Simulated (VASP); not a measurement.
Input of a VASP 6.6.1 run:

INCAR

```
SYSTEM = MgO
PREC = Accurate
ENCUT = 520
EDIFF = 1E-7
ISMEAR = 0
SIGMA = 0.1
LREAL = .FALSE.
LASPH = .TRUE.
NELM = 100
ALGO = Normal
ISIF = 2
LWAVE = .FALSE.
LCHARG = .FALSE.
GGA = PE
IVDW = 12
NBANDS = 11
```

Contents of KPOINTS:

```
Automatic mesh
0
G
  8 8 8
  0 0 0
```

File POSCAR:

```
MgO
1.0
    0.0000000000      2.1085000000      2.1085000000
    2.1085000000      0.0000000000      2.1085000000
    2.1085000000      2.1085000000      0.0000000000
Mg O
1 1
Direct
    0.0000000000      0.0000000000      0.0000000000
    0.5000000000      0.5000000000      0.5000000000
```

Potentials or basis: VASP PAW PBE potentials, release 64 (Mg, O).

The run is started by

```console
$ cat potpaw_PBE.64/Mg/POTCAR potpaw_PBE.64/O/POTCAR > POTCAR
$ mpirun -np 1 vasp_std > vasp.out
```

**Question.** Estimate the pressure.

**Answer.** -1.8 GPa.

**Question.** What does it give for the band gap on the k mesh?

**Answer.** 4.69 eV, direct.

**Measured values to compare with.**

From “Electronic structure of alkaline earth and post-transition metal oxides”, 2009, arxiv:0908.1581, for a bulk crystal of MgO: band gap 7.83 eV.

Against the measured gap of MgO, 7.83 eV (quoted in “Electronic structure of alkaline earth and post-transition metal oxides”, 2009, arxiv:0908.1581), the calculated 4.69 eV is off by -3.14 eV. The value is that of PBE+D3(BJ), without temperature or zero-point motion. Semilocal functionals fall short of measured gaps as a rule.
